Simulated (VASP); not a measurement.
A run of VASP 6.6.1:

The input INCAR:

```
SYSTEM = CdTe
ALGO     = Normal         ! electronic algorithm
EDIFF    = 1E-6           ! SCF threshold, eV
ENCUT    = 520            ! plane-wave cutoff, eV
GGA      = PS             ! functional
GGA_COMPAT= .FALSE.      
ISIF     = 2              ! what is computed and relaxed
ISMEAR   = 0              ! smearing method
LASPH    = .TRUE.         ! aspherical terms in the spheres
LCHARG   = .TRUE.         ! write CHGCAR
LORBIT   = 11             ! projections on sites
LORBMOM  = .TRUE.       
LREAL    = .FALSE.        ! projectors in reciprocal space
LSORBIT  = .TRUE.         ! spin-orbit coupling
LVHAR    = .TRUE.       
LWAVE    = .FALSE.        ! write WAVECAR
MAGMOM   = 0 0 0 0 0 0    ! initial moments
NBANDS   = 30             ! bands
NELM     = 150            ! most SCF steps
PREC     = Accurate       ! precision mode
SIGMA    = 0.01           ! smearing width, eV
```

Contents of KPOINTS:

```
k-points
0
G
  6 6 6
  0 0 0
```

File POSCAR:

```
CdTe
1.0
    3.2771516875      3.2771516875      0.0000000000
   -3.2771516875      3.2771516875      0.0000000000
    0.0000000000      3.2771516875      3.2043853602
Cd Te
1 1
Direct
    0.0000000000      0.0000000000      0.0000000000
    0.7500000000      0.2500000000      0.5000000000
```

Potentials or basis: VASP PAW PBE potentials, release 64 (Cd, Te).

The run is started by

```console
$ cat potpaw_PBE.64/Cd/POTCAR potpaw_PBE.64/Te/POTCAR > POTCAR
$ mpirun -np 1 vasp_ncl > vasp.out
```

Hardware: 1 thread of Intel Xeon 8259CL, on a shared host.

Q: How long does it take, and how much memory?

A: Wall time 5.7 min on 1 thread of Intel Xeon 8259CL, on a shared host, peak memory 0.45 GiB. Counts: scf iterations 13, k points 41.
